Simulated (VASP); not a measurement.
Here is a VASP 6.6.1 calculation.

INCAR

```
SYSTEM = SnO
  PREC = Accurate
  ENCUT = 600
  EDIFF = 1E-6
  ISMEAR = 0
  SIGMA = 0.1
  LREAL = .FALSE.
  LASPH = .TRUE.
  NELM = 80
  ALGO = Normal
  ISIF = 3
  LWAVE = .FALSE.
  LCHARG = .FALSE.
  GGA = PE
  IVDW = 12
  IBRION = 2
  NSW = 100
  EDIFFG = -0.005
```

Contents of KPOINTS:

```
regular mesh
0
G
  12 12 10
  0 0 0
```

POSCAR

```
SnO
1.0
    3.8020000000      0.0000000000      0.0000000000
    0.0000000000      3.8020000000      0.0000000000
    0.0000000000      0.0000000000      4.8360000000
Sn O
2 2
Direct
    0.0000000000      0.5000000000      0.2385000000
    0.5000000000      0.0000000000      0.7615000000
    0.0000000000      0.0000000000      0.0000000000
    0.5000000000      0.5000000000      0.0000000000
```

Potentials or basis: VASP PAW PBE potentials, release 64 (Sn_d, O).

Launch:

```bash
$ cat potpaw_PBE.64/Sn_d/POTCAR potpaw_PBE.64/O/POTCAR > POTCAR
$ mpirun -np 1 vasp_std > vasp.out
```

Problem. Predict the dispersion energy per atom.

Solution. -0.236 eV.

Problem. What does it give for the relaxed cell?

Solution. a = 3.837 Å, b = 3.837 Å, c = 4.740 Å, α = 90.00°, β = 90.00°, γ = 90.00°.

Problem. What does it give for the relaxed volume?

Solution. 17.45 Å³/atom.

Forces on the atoms (eV/Å):
```
Sn   0.000  0.000 -0.003
Sn   0.000  0.000  0.003
O    0.000  0.000  0.000
O    0.000  0.000  0.000
```
